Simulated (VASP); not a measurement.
# BP (F-43m) in VASP: a series of runs

Aim: see how the results for BP move with the level of theory and the settings. Levels: b88 exchange, pbe correlation. Tasks: single point.

Program: VASP 6.6.1. These are calculated values, not measurements. Logs are shortened: lines on timing, memory, paths and dates and some standing lists are left out, and cuts for length are marked.

## Step 1: The cell of the first run

Symmetry: F-43m, No. 216, cubic system. Conventional cell: a = 4.508 Å, b = 4.508 Å, c = 4.508 Å, α = 90.00°, β = 90.00°, γ = 90.00°. Within 2.6 Å of P (site symmetry -43m) lie 4 B at 1.95 Å. B (site symmetry -43m) has 4 P at 1.95 Å within 2.6 Å.

## Step 2: Single point, b88 exchange, pbe correlation

Contents of INCAR:

```
SYSTEM = BP
PREC = Accurate
ENCUT = 500
EDIFF = 1E-6
ISMEAR = -1
SIGMA = 0.05
LREAL = .False.
LASPH = .True.
NELM = 120
ALGO = Normal
ISIF = 2
LWAVE = .False.
LCHARG = .False.
GGA = LIBXC
LIBXC1 = GGA_X_B88
LIBXC2 = GGA_C_PBE
NBANDS = 11
GGA_COMPAT = .False.
```

Contents of KPOINTS:

```
Automatic mesh
0
Gamma
  10 10 10
  0 0 0
```

Contents of POSCAR:

```
BP
1.0
    0.0000000000      2.2537713532      2.2537713532
    2.2537713532      0.0000000000      2.2537713532
    2.2537713532      2.2537713532      0.0000000000
P B
1 1
Direct
    0.7500000000      0.7500000000      0.7500000000
    0.0000000000      0.0000000000      0.0000000000
```

Potentials or basis: VASP PAW PBE potentials, release 64 (P, B).

On the command line:

```console
$ cat potpaw_PBE.64/P/POTCAR potpaw_PBE.64/B/POTCAR > POTCAR
$ mpirun -np 1 vasp_std > vasp.out
```

OUTCAR:

```text
SYSTEM = BP
   PREC = Accurate
   ENCUT = 500
   EDIFF = 1E-6
   ISMEAR = -1
   LREAL = .False.
   LASPH = .True.
   NELM = 120
   ISIF = 2
   GGA = LIBXC

 ion  position               nearest neighbor table
   1  0.750  0.750  0.750-   2 1.95   2 1.95   2 1.95   2 1.95
   2  0.000  0.000  0.000-   1 1.95   1 1.95   1 1.95   1 1.95

  LATTYP: Found a face centered cubic cell.
 ALAT       =     4.5075427064

  Lattice vectors:

 A1 = (   0.0000000000,   2.2537713532,   2.2537713532)
 A2 = (   2.2537713532,   0.0000000000,   2.2537713532)
 A3 = (   2.2537713532,   2.2537713532,   0.0000000000)

Analysis of symmetry for initial positions (statically):
=====================================================================
 Subroutine PRICEL returns:
 Original cell was already a primitive cell.

 Routine SETGRP: Setting up the symmetry group for a
 face centered cubic supercell.

 Subroutine GETGRP returns: Found 24 space group operations
 (whereof 24 operations were pure point group operations)
 out of a pool of 48 trial point group operations.

The static configuration has the point symmetry T_d .

Analysis of symmetry for dynamics (positions and initial velocities):
=====================================================================
 Subroutine PRICEL returns:
 Original cell was already a primitive cell.

 Routine SETGRP: Setting up the symmetry group for a
 face centered cubic supercell.

 Subroutine GETGRP returns: Found 24 space group operations
 (whereof 24 operations were pure point group operations)
 out of a pool of 48 trial point group operations.

The dynamic configuration has the point symmetry T_d .

 Subroutine INISYM returns: Found 24 space group operations
 (whereof 24 operations are pure point group operations),
 and found     1 'primitive' translations

----------------------------------------------------------------------------------------

                                     Primitive cell

  volume of cell :      22.8960

  direct lattice vectors                    reciprocal lattice vectors
     0.000000000  2.253771353  2.253771353    -0.221850366  0.221850366  0.221850366
     2.253771353  0.000000000  2.253771353     0.221850366 -0.221850366  0.221850366
     2.253771353  2.253771353  0.000000000     0.221850366  0.221850366 -0.221850366

  length of vectors
     3.187314014  3.187314014  3.187314014     0.384256106  0.384256106  0.384256106

  position of ions in fractional coordinates (direct lattice)
     0.750000000  0.750000000  0.750000000
     0.000000000  0.000000000  0.000000000

  ion indices of the primitive-cell ions
   primitive index   ion index
                 1           1
                 2           2

----------------------------------------------------------------------------------------

 KPOINTS: Automatic mesh

Automatic generation of k-mesh.
 Grid dimensions read from file:
 generate k-points for:   10   10   10

 Generating k-lattice:

  Cartesian coordinates                     Fractional coordinates (reciprocal lattice)
    -0.022185037  0.022185037  0.022185037     0.100000000  0.000000000  0.000000000
     0.022185037 -0.022185037  0.022185037     0.000000000  0.100000000  0.000000000
     0.022185037  0.022185037 -0.022185037     0.000000000  0.000000000  0.100000000

  Length of vectors
     0.038425611  0.038425611  0.038425611

  Shift w.r.t. Gamma in fractional coordinates (k-lattice)
     0.000000000  0.000000000  0.000000000

 Subroutine IBZKPT returns following result:
 ===========================================

 Found     47 irreducible k-points:

 Following reciprocal coordinates:
            Coordinates               Weight
  0.000000  0.000000  0.000000      1.000000
  0.100000  0.000000  0.000000      8.000000
  0.200000  0.000000  0.000000      8.000000
  0.300000  0.000000  0.000000      8.000000
  0.400000  0.000000  0.000000      8.000000
  0.500000  0.000000  0.000000      4.000000
[... 16 lines left out ...]
  0.300000  0.300000  0.000000      6.000000
  0.400000  0.300000  0.000000     24.000000
 [... further k-points ...]
   k-points           NKPTS =     47   k-points in BZ     NKDIM =     47   number of bands    NBANDS=     11
   number of dos      NEDOS =    301   number of ions     NIONS =      2
   total plane-waves  NPLWV =  13824
   dimension x,y,z NGX =    24 NGY =   24 NGZ =   24
   dimension x,y,z NGXF=    48 NGYF=   48 NGZF=   48
   ions per type =               1   1
   NGX,Y,Z   is equivalent  to a cutoff of  12.52, 12.52, 12.52 a.u.
   NGXF,Y,Z  is equivalent  to a cutoff of  25.04, 25.04, 25.04 a.u.
 SYSTEM =  BP
   PREC   = accura    normal or accurate (medium, high low for compatibility)
   ISTART =      0    job   : 0-new  1-cont  2-samecut
   ICHARG =      2    charge: 1-file 2-atom 10-const
   ISPIN  =      1    spin polarized calculation?
   LNONCOLLINEAR =      F non collinear calculations
   LSORBIT =      F    spin-orbit coupling
   LASPH  =      T    aspherical Exc in radial PAW
   ENCUT  =  500.0 eV  36.75 Ry    6.06 a.u.   5.81  5.81  5.81*2*pi/ulx,y,z
   NELM   =    120;   NELMIN=  2; NELMDL= -5     # of ELM steps
   EDIFF  = 0.1E-05   stopping-criterion for ELM
   LREAL  =      F    real-space projection
   EDIFFG = 0.1E-04   stopping-criterion for IOM
   NSW    =      0    number of steps for IOM
   IBRION =     -1    ionic relax: 0-MD 1-quasi-New 2-CG
   NFREE  =      0    steps in history (QN), initial steepest desc. (CG)
   ISIF   =      2    stress and relaxation
   ISYM   =      2    0-nonsym 1-usesym 2-fastsym
   POTIM  = 0.5000    time-step for ionic-motion
   TEBEG  =    0.0;   TEEND  =   0.0 temperature during run
   PSTRESS=    0.0 pullay stress
   NELECT =       8.0000    total number of electrons
   NUPDOWN=      -1.0000    fix difference up-down
   EMIN   =  10.00;   EMAX   =-10.00  energy-range for DOS
   EFERMI =   0.00;   METHOD = LEGACY
   ISMEAR =    -1;   SIGMA  =   0.05  broadening in eV -4-tet -1-fermi 0-gaus
   EFERMI_NEDOS =   21; number of points for ismear=-14 and -15
   IALGO  =     38    algorithm
   IMIX   =      4    mixing-type and parameters
     AMIX     =   0.40;   BMIX     =  1.00
     AMIX_MAG =   1.60;   BMIX_MAG =  1.00
  volume/ion in A,a.u.               =      11.45        77.25
  Fermi-wavevector in a.u.,A,eV,Ry     =   1.153059  2.178966 18.089568  1.329546
  Thomas-Fermi vector in A             =   2.289706
   LORBIT       =      0    0 simple, 1 ext, 2 COOP (PROOUT), +10 PAW based schemes
   GGA     = LIBXC    functional components
   LHFCALC =     F    Hartree Fock is set to
   AEXX    =    0.0000 exact exchange contribution
   IVDW    =     0    specifies the selected vdW correction
   LEPSILON=     F    determine dielectric tensor
   LRPA    =     F    only Hartree local field effects (RPA)
 non-spin polarized calculation
  energy-cutoff  :      500.00
  volume of cell :       22.90
 maximum number of plane-waves:       592
   NGX = 11   NGY = 11   NGZ = 11

 number of electron       8.0000001 magnetization

 Free energy of the ion-electron system (eV)
  ---------------------------------------------------
  ext. energy  EPLUGINS =         0.00000000
  ---------------------------------------------------
  free energy    TOTEN  =       -12.71735296 eV

  energy without entropy =      -12.71735290  energy(sigma->0) =      -12.71735293

 E-fermi :   8.2386     XC(G=0): -11.0148

 val. band max:        7.6476788073   @ k =   0.0000   0.0000   0.0000
 cond. band min:       8.8677677034   @ k =   0.4000   0.4000   0.0000
 fundamental gap:      1.2200888961
 Fermi energy:         8.2386287486

 k-point     1 :       0.0000    0.0000    0.0000
  band No.  band energies     occupation
      1      -7.9908      2.00000
      2       7.6477      1.99999
      3       7.6477      1.99999
      4       7.6477      1.99999
      5      11.0984      0.00000
      6      11.0984      0.00000
      7      11.0984      0.00000
      8      15.3265      0.00000
      9      19.2747      0.00000
     10      19.8620      0.00000
     11      19.8620      0.00000

 k-point     2 :       0.1000    0.0000    0.0000
  band No.  band energies     occupation
      1      -7.8076      2.00000
      2       6.3336      2.00000
      3       7.3489      2.00000
      4       7.3489      2.00000
      5      11.5130      0.00000
      6      11.5130      0.00000
      7      11.5498      0.00000
      8      15.8276      0.00000
      9      19.1606      0.00000
     10      19.1606      0.00000
     11      19.8574      0.00000

 k-point     3 :       0.2000    0.0000    0.0000
  band No.  band energies     occupation
      1      -7.2648      2.00000
      2       3.9629      2.00000
      3       6.7828      2.00000
      4       6.7828      2.00000
      5      11.7762      0.00000
      6      12.2402      0.00000
      7      12.2402      0.00000
      8      16.9451      0.00000
      9      18.5482      0.00000
     10      18.5482      0.00000
     11      20.7314      0.00000

 k-point     4 :       0.3000    0.0000    0.0000
  band No.  band energies     occupation
      1      -6.3915      2.00000
      2       1.5686      2.00000
      3       6.2881      2.00000
      4       6.2881      2.00000
      5      11.7000      0.00000
      6      12.5599      0.00000
      7      12.5599      0.00000
      8      17.7751      0.00000
      9      19.1452      0.00000
     10      19.1452      0.00000
     11      21.0265      0.00000
[... 239 lines left out ...]
 k-point    22 :      -0.2000    0.2000    0.0000
  band No.  band energies     occupation
      1      -6.0949      2.00000
      2       2.3524      2.00000
      3       3.4033      2.00000
      4       6.3903      2.00000
      5      12.1867      0.00000
      6      13.0397      0.00000
      7      14.1238      0.00000
      8      16.1386      0.00000
      9      17.1793      0.00000
     10      21.4252      0.00000
     11      23.7226      0.00000

 k-point    23 :       0.3000    0.3000    0.0000
  band No.  band energies     occupation
      1      -5.8392      2.00000
      2       2.7951      2.00000
      3       4.3744      2.00000
      4       4.3744      2.00000
      5       9.1675      0.00000
      6      11.5572      0.00000
      7      16.6551      0.00000
      8      16.6551      0.00000
      9      20.9772      0.00000
     10      22.1517      0.00000
     11      24.4352      0.00000

 k-point    24 :       0.4000    0.3000    0.0000
  band No.  band energies     occupation
      1      -4.9976      2.00000
      2       1.4441      2.00000
      3       3.5301      2.00000
      4       4.0755      2.00000
      5       9.4533      0.00000
      6      11.2731      0.00000
      7      17.2800      0.00000
      8      17.2893      0.00000
      9      21.8968      0.00000
     10      23.0519      0.00000
     11      24.9892      0.00000

 [... further k-points ...]
[... 5 lines left out ...]
  --------------------------------------------------------------------------------------
  -------------------------------------------------------------------------------------
  Total        0.6670575      0.6670575      0.6670575      0.0000000     -0.0000000      0.0000000
  in kB       46.6782213     46.6782213     46.6782213      0.0000000     -0.0000000      0.0000000
  external PRESSURE =      46.6782213 kB  Pullay stress =       0.0000000 kB

 VOLUME and BASIS-vectors are now :
 -----------------------------------------------------------------------------
  energy-cutoff  :      500.00
  volume of cell :       22.90
      direct lattice vectors                 reciprocal lattice vectors
     0.000000000  2.253771353  2.253771353    -0.221850366  0.221850366  0.221850366
     2.253771353  0.000000000  2.253771353     0.221850366 -0.221850366  0.221850366
     2.253771353  2.253771353  0.000000000     0.221850366  0.221850366 -0.221850366

 POSITION                                       TOTAL-FORCE (eV/Angst)
 -----------------------------------------------------------------------------------
      3.38066      3.38066      3.38066        -0.000000     -0.000000     -0.000000
      0.00000      0.00000      0.00000         0.000000      0.000000      0.000000
 -----------------------------------------------------------------------------------
    total drift:                               -0.000000     -0.000000     -0.000000

  FREE ENERGIE OF THE ION-ELECTRON SYSTEM (eV)
  ---------------------------------------------------
  free  energy   TOTEN  =       -12.7173529611 eV

  energy  without entropy=      -12.7173529001  energy(sigma->0) =      -12.71735293
```

Run time: 7.7 s. Hardware: 1 thread of AMD EPYC 7R13 (Zen 3), shared host; peak memory 0.11 GiB.

What came out:

| Item | Value |
| --- | --- |
| Free energy | -12.7174 eV |
| Pressure | 4.7 GPa |
| Band gap on the k mesh | 1.22 eV (least direct gap 3.45 eV) |

Caveat: the cell stands under pressure; the PAW data sets were made with another functional, which shifts forces and pressure a little. A k mesh can miss the band edges.

## Step 3: Single point, b88 exchange, pbe correlation

This run uses another cell than the first one, of 11.68 Å³/atom.

Contents of INCAR:

```
SYSTEM = BP
  PREC = Accurate
  ENCUT = 500
  EDIFF = 1E-6
  ISMEAR = -1
  SIGMA = 0.05
  LREAL = .False.
  LASPH = .True.
  NELM = 120
  ALGO = Normal
  ISIF = 2
  LWAVE = .False.
  LCHARG = .False.
  GGA = LIBXC
  LIBXC1 = GGA_X_B88
  LIBXC2 = GGA_C_PBE
  NBANDS = 11
  GGA_COMPAT = .False.
```

Contents of KPOINTS:

```
regular mesh
0
Gamma
  10 10 10
  0 0 0
```

Contents of POSCAR:

```
BP
1.0
    0.0000000000      2.2690000000      2.2690000000
    2.2690000000      0.0000000000      2.2690000000
    2.2690000000      2.2690000000      0.0000000000
P B
1 1
Direct
    0.7500000000      0.7500000000      0.7500000000
    0.0000000000      0.0000000000      0.0000000000
```

Potentials or basis: VASP PAW PBE potentials, release 64 (P, B).

On the command line:

```console
$ cat potpaw_PBE.64/P/POTCAR potpaw_PBE.64/B/POTCAR > POTCAR
$ mpirun -np 1 vasp_std > vasp.out
```

Run time: 7.7 s. Hardware: 1 thread of AMD EPYC 7R13 (Zen 3), shared host; peak memory 0.11 GiB.

The run converged. Its results:

| Property | Result |
| --- | --- |
| Free energy | -12.7260 eV |
| Pressure | 1.2 GPa |
| Band gap on the k mesh | 1.25 eV (least direct gap 3.42 eV) |

Levels at points of the mesh, in eV from the valence-band top:
```tsv
k point	band 2	band 3	band 4	band 5	band 6	band 7
(0.00, 0.00, 0.00)	0.00	0.00	0.00	3.42	3.42	3.42
(0.50, 0.00, 0.00)	-9.03	-1.75	-1.75	3.78	4.73	4.73
(0.50, 0.50, 0.00)	-8.58	-4.11	-4.11	1.34	1.67	12.15
```

Caveat: the PAW data sets were made with another functional, which shifts forces and pressure a little. A k mesh can miss the band edges.

(Continued in part 2 of 2.)
